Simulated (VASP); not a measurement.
# Pd (Fm-3m) in VASP: notebook, part 3 of 3

VASP 6.6.1.

**5. Single point, PBEsol-based screened hybrid with 25 % exact exchange**

This run uses another cell than the first one, of 15.05 Å³/atom.

POSCAR reads:

```
Pd
1.0
    0.0000000000      1.9593911042      1.9593911042
    1.9593911042      0.0000000000      1.9593911042
    1.9593911042      1.9593911042      0.0000000000
Pd
1
Direct
    0.0000000000      0.0000000000      0.0000000000
```

INCAR.step1 reads:

```
PREC = Accurate ; ENCUT = 470
EDIFF = 1E-5 ; ISMEAR = -1
SIGMA = 0.05 ; LREAL = False
LASPH = True ; NELM = 120
ALGO = Normal ; ISIF = 2
LWAVE = True ; GGA = PE
NBANDS = 15 ; GGA_COMPAT = False
```

INCAR.step2 reads:

```
PREC = Accurate ; ENCUT = 470
EDIFF = 1E-6 ; ISMEAR = -1
SIGMA = 0.05 ; LREAL = False
LASPH = True ; NELM = 120
ALGO = Normal ; ISIF = 2
LWAVE = False ; LCHARG = True
GGA = PS ; LHFCALC = True
AEXX = 0.25 ; HFSCREEN = 0.207
PRECFOCK = Normal ; LELF = True
LVHAR = True ; ISTART = 1
NBANDS = 15 ; GGA_COMPAT = False
```

KPOINTS reads:

```
regular mesh
0
Gamma
  6 6 6
```

Potentials or basis: VASP PAW PBE potentials, release 64 (Pd_sv_GW).

Launch:

```console
$ cat potpaw_PBE.64/Pd_sv_GW/POTCAR > POTCAR
$ cp INCAR.step1 INCAR
$ mpirun -np 1 vasp_std > vasp.out
$ cp INCAR.step2 INCAR
$ mpirun -np 1 vasp_std > vasp.out
```

OUTCAR:

```text
PREC = Accurate
   ENCUT = 470
   EDIFF = 1E-6
   ISMEAR = -1
   LREAL = False
   LASPH = True
   NELM = 120
   ISIF = 2
   GGA = PS
   LHFCALC = True
   AEXX = 0.25
   HFSCREEN = 0.207
   PRECFOCK = Normal
   ISTART = 1

 ion  position               nearest neighbor table
   1  0.000  0.000  0.000-

  LATTYP: Found a face centered cubic cell.
 ALAT       =     3.9187822084

  Lattice vectors:

 A1 = (   0.0000000000,   1.9593911042,   1.9593911042)
 A2 = (   1.9593911042,   0.0000000000,   1.9593911042)
 A3 = (   1.9593911042,   1.9593911042,   0.0000000000)

Analysis of symmetry for initial positions (statically):
=====================================================================
 Subroutine PRICEL returns:
 Original cell was already a primitive cell.

 Routine SETGRP: Setting up the symmetry group for a
 face centered cubic supercell.

 Subroutine GETGRP returns: Found 48 space group operations
[... 166 lines left out ...]
 Fermi energy:         7.2408423986

 k-point     1 :       0.0000    0.0000    0.0000
  band No.  band energies     occupation
      1     -81.0251      2.00000
      2     -45.1497      2.00000
      3     -45.1497      2.00000
      4     -45.1497      2.00000
      5      -0.0502      2.00000
      6       4.0336      2.00000
      7       4.0336      2.00000
      8       4.0336      2.00000
      9       5.5567      2.00000
     10       5.5567      2.00000
     11      25.7259      0.00000
     12      30.5357      0.00000
     13      30.5357      0.00000
     14      30.5357      0.00000
[... 257 lines left out ...]
      2     -45.5283      2.00000
      3     -45.3976      2.00000
      4     -45.3350      2.00000
      5       2.0497      2.00000
      6       2.5153      2.00000
      7       5.0321      2.00000
      8       5.9780      2.00000
      9       7.7213      0.00013
     10      15.0486      0.00000
     11      19.1706      0.00000
     12      19.6316      0.00000
     13      20.4614      0.00000
     14      32.2971      0.00000
     15      35.1548      0.00000

------------------------ aborting loop because EDIFF is reached ----------------------------------------

  FORCE on cell =-STRESS in cart. coord.  units (eV):
  Direction    XX          YY          ZZ          XY          YZ          ZX
  --------------------------------------------------------------------------------------
  -------------------------------------------------------------------------------------
  Total       -1.1395074     -1.1395074     -1.1395074      0.0000000     -0.0000000     -0.0000000
  in kB     -121.3484768   -121.3484768   -121.3484768      0.0000000     -0.0000000     -0.0000000
  external PRESSURE =    -121.3484768 kB  Pullay stress =       0.0000000 kB

 VOLUME and BASIS-vectors are now :
 -----------------------------------------------------------------------------
  energy-cutoff  :      470.00
  volume of cell :       15.05
      direct lattice vectors                 reciprocal lattice vectors
     0.000000000  1.959391104  1.959391104    -0.255181316  0.255181316  0.255181316
     1.959391104  0.000000000  1.959391104     0.255181316 -0.255181316  0.255181316
     1.959391104  1.959391104  0.000000000     0.255181316  0.255181316 -0.255181316

 POSITION                                       TOTAL-FORCE (eV/Angst)
 -----------------------------------------------------------------------------------
      0.00000      0.00000      0.00000         0.000000      0.000000      0.000000
 -----------------------------------------------------------------------------------
    total drift:                               -0.000001     -0.000001     -0.000001

  FREE ENERGIE OF THE ION-ELECTRON SYSTEM (eV)
  ---------------------------------------------------
  free  energy   TOTEN  =        -3.5346488214 eV

  energy  without entropy=       -3.5165638039  energy(sigma->0) =       -3.52560631
```

OUTCAR.step1:

```text
PREC = Accurate
   ENCUT = 470
   EDIFF = 1E-5
   ISMEAR = -1
   LREAL = False
[... 492 lines left out ...]

 POSITION                                       TOTAL-FORCE (eV/Angst)
 -----------------------------------------------------------------------------------
      0.00000      0.00000      0.00000         0.000000     -0.000000      0.000000
 -----------------------------------------------------------------------------------
    total drift:                                0.000000     -0.000000      0.000000

  FREE ENERGIE OF THE ION-ELECTRON SYSTEM (eV)
  ---------------------------------------------------
  free  energy   TOTEN  =        -3.7774413981 eV

  energy  without entropy=       -3.7581271913  energy(sigma->0) =       -3.76778429
```

OSZICAR.step1:

```text
N       E                     dE             d eps       ncg     rms          rms(c)
DAV:   1     0.263999765459E+03    0.26400E+03   -0.10262E+04   523   0.154E+03
DAV:   2     0.101387699675E+02   -0.25386E+03   -0.23359E+03   494   0.592E+02
DAV:   3    -0.440447555923E+01   -0.14543E+02   -0.14299E+02   709   0.147E+02
DAV:   4    -0.474781694677E+01   -0.34334E+00   -0.34332E+00   546   0.235E+01
DAV:   5    -0.476958947443E+01   -0.21773E-01   -0.21772E-01   802   0.584E+00    0.377E+01
DAV:   6    -0.381181595676E+01    0.95777E+00   -0.23505E+00   741   0.379E+01    0.132E+01
DAV:   7    -0.378390404385E+01    0.27912E-01   -0.70162E-02   753   0.653E+00    0.687E+00
DAV:   8    -0.377738912710E+01    0.65149E-02   -0.10068E-02   640   0.210E+00    0.249E-01
DAV:   9    -0.377745337333E+01   -0.64246E-04   -0.35828E-04   774   0.334E-01    0.120E-01
DAV:  10    -0.377744072346E+01    0.12650E-04   -0.88733E-06   454   0.475E-02    0.160E-02
DAV:  11    -0.377744139809E+01   -0.67463E-06   -0.34059E-06   373   0.323E-02
   1 F= -.37774414E+01 E0= -.37677843E+01  d E =-.193142E-01
```

It took 7.3 min on 1 thread of Intel Xeon 6975P-C (Granite Rapids), shared host; peak memory 0.24 GiB.

What came out:

| Property | Result |
| --- | --- |
| Free energy | -3.5346 eV |
| Pressure | -12.1 GPa |
| Band gap on the k mesh | zero (bands 9 and 10 overlap by 2.21 eV) |

Levels at points of the mesh, in eV from the Fermi level:
```
           k point  band 6  band 7  band 8  band 9  band 10  band 11  band 12  band 13
(0.00, 0.00, 0.00)   -3.21   -3.21   -3.21   -1.68    -1.68    18.49    23.29    23.29
(0.50, 0.00, 0.00)   -3.34   -3.34   -0.09   -0.09     1.73     8.62    17.85    22.54
(0.50, 0.50, 0.00)   -5.59   -0.35    0.50    0.50     4.29    12.16    14.60    14.60
```

Caveat: the k points lie up to 0.46 Å⁻¹ apart, too coarse for converged energies and pressures of a metal; the PAW data sets were made with another functional, which shifts forces and pressure a little.

**6. Single point, HF**

This run uses another cell than the first one, of 14.16 Å³/atom.

POSCAR reads:

```
Pd
1.0
    0.0000000000      1.9201927211      1.9201927211
    1.9201927211      0.0000000000      1.9201927211
    1.9201927211      1.9201927211      0.0000000000
Pd
1
Direct
    0.0000000000      0.0000000000      0.0000000000
```

INCAR.step1 reads:

```
ALGO = Normal
EDIFF = 1E-5
ENCUT = 470
GGA = PE
GGA_COMPAT = F
ISIF = 2
ISMEAR = -1
LASPH = T
LCHARG = F
LREAL = F
LWAVE = T
NBANDS = 15
NELM = 120
PREC = Accurate
SIGMA = 0.05
```

INCAR.step2 reads:

```
AEXX = 1.0
AGGAC = 0.0
ALDAC = 0.0
ALGO = Normal
EDIFF = 1E-6
ENCUT = 470
GGA = PE
GGA_COMPAT = F
ISIF = 2
ISMEAR = -1
ISTART = 1
LASPH = T
LCHARG = F
LHFCALC = T
LREAL = F
LWAVE = F
NBANDS = 15
NELM = 120
PREC = Accurate
PRECFOCK = Normal
SIGMA = 0.05
```

KPOINTS reads:

```
k-points
0
Gamma
  6 6 6
```

Potentials or basis: VASP PAW PBE potentials, release 64 (Pd_sv_GW).

Launch:

```console
$ cat potpaw_PBE.64/Pd_sv_GW/POTCAR > POTCAR
$ cp INCAR.step1 INCAR
$ mpirun -np 1 vasp_std > vasp.out
$ cp INCAR.step2 INCAR
$ mpirun -np 1 vasp_std > vasp.out
```

Wall time 11 min (1 thread of AMD EPYC 9R45 (Zen 5), shared host); peak memory 0.11 GiB.

Results (log left out):

| Item | Value |
| --- | --- |
| Free energy | 0.5430 eV |
| Pressure | 15.8 GPa |
| Band gap on the k mesh | zero (bands 9 and 10 overlap by 7.80 eV) |

Levels at points of the mesh, in eV from the Fermi level:
```csv
k point,band 7,band 8,band 9,band 10,band 11,band 12
"(0.00, 0.00, 0.00)",-6.54,-6.54,-5.30,-5.30,25.02,30.68
"(0.50, 0.00, 0.00)",-7.15,-1.88,-1.88,5.94,15.61,24.33
"(0.50, 0.50, 0.00)",-3.38,2.49,2.49,9.45,19.63,21.71
```

Caveat: the k points lie up to 0.47 Å⁻¹ apart, too coarse for converged energies and pressures of a metal; the PAW data sets were made with another functional, which shifts forces and pressure a little.

**7. Summary**

| level | cell | k mesh | cutoff (eV) | grid for exact exchange (PRECFOCK) | share of exact exchange | screening parameter | gap on the mesh (eV) | pressure (GPa) |
| --- | --- | --- | --- | --- | --- | --- | --- | --- |
| r2SCAN+D4 | a = 2.697 Å, angles 60.0°, 1 atom | 12 × 12 × 12 | 690 | - | - | - | none | 14.8 |
| r2SCAN+D4 | a = 2.807 Å, angles 60.0°, 1 atom | 12 × 12 × 12 | 690 | - | - | - | none | -9.1 |
| r2SCAN+D4 | a = 2.753 Å, angles 60.0°, 1 atom | 12 × 12 × 12 | 690 | - | - | - | none | 0.6 |
| PBEsol-based screened hybrid with 25 % exact exchange | a = 2.771 Å, angles 60.0°, 1 atom | 6 × 6 × 6 | 470 | Normal | 0.25 | 0.207 1/Å | none | -12.1 |
| HF | a = 2.716 Å, angles 60.0°, 1 atom | 6 × 6 × 6 | 470 | Normal | 1 | - | none | 15.8 |

Alike in all rows: task single point; potentials or basis VASP PAW PBE potentials, release 64 (Pd_sv_GW); no spin polarisation; smearing fermi-dirac 0.05 eV.

Caveats: some runs use coarse meshes; the PAW data sets were made with another functional, which shifts forces and pressure a little; the cell stands under pressure (at least some runs); the cell stands under tension (at least some runs).

Total energies depend on the potentials used, so only differences within one code and one set of settings carry meaning.
